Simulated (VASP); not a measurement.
The system is La5O.

```xyz
6
Lattice="0.0000 4.2970 4.2970 4.2970 0.0000 4.2970 4.2970 4.2970 0.0000" Properties=species:S:1:pos:R:3 pbc="T T T"
La    5.3712    3.2227    3.2227
La    5.3712    5.3712    5.3712
La    3.2227    5.3712    3.2227
La    3.2227    3.2227    5.3712
La    2.1485    2.1485    2.1485
O     0.0000    0.0000    0.0000
```

The cell was built from a structure type or drawn by symmetry, and may not be a known phase.

* Program: VASP 6.6.1
* Task: relaxation of cell and atoms
* Functional: PBE
* Potentials or basis: VASP PAW PBE potentials, release 64 (La, O)
* Cutoff: 600 eV
* k mesh: 4 × 4 × 4
* Occupations: gaussian, width 0.1 eV
* Spin: no spin polarisation

At the start: pressure 7.7 GPa; volume 26.45 Å³/atom.

Where does the relaxation end?

Over 4 steps the energy falls by 138.0 meV/atom and the volume is 33.40 Å³/atom (+26.3 %); space group F-43m (No. 216, to 0.1 Å) before and after.

Step by step:
| step | energy change (eV) | largest force (eV/Å) | pressure (GPa) | volume (Å³) |
| --- | --- | --- | --- | --- |
| 1 | 0.0000 | 0.2192 | 7.67 | 158.68 |
| 2 | -0.7856 | 0.0471 | 1.29 | 189.56 |
| 3 | -0.8224 | 0.0061 | -0.43 | 204.38 |
| 4 | -0.8279 | 0.0120 | -0.01 | 200.39 |

Final structure:
```yaml
crystal:
  lattice:
    - [0.00000, 4.64463, 4.64463]
    - [4.64463, 0.00000, 4.64463]
    - [4.64463, 4.64463, 0.00000]
  atoms:
    - { symbol: La, position: [0.12779, 0.62407, 0.62407] }
    - { symbol: La, position: [0.62407, 0.62407, 0.62407] }
    - { symbol: La, position: [0.62407, 0.12779, 0.62407] }
    - { symbol: La, position: [0.62407, 0.62407, 0.12779] }
    - { symbol: La, position: [0.25000, 0.25000, 0.25000] }
    - { symbol: O, position: [0.00000, 0.00000, 0.00000] }
```

Caveat: the volume moved by over 15 % at a fixed basis, so the end points are rough; an odd number of electrons without spin polarisation forces a metal; a magnetic or distorted state may lie lower.
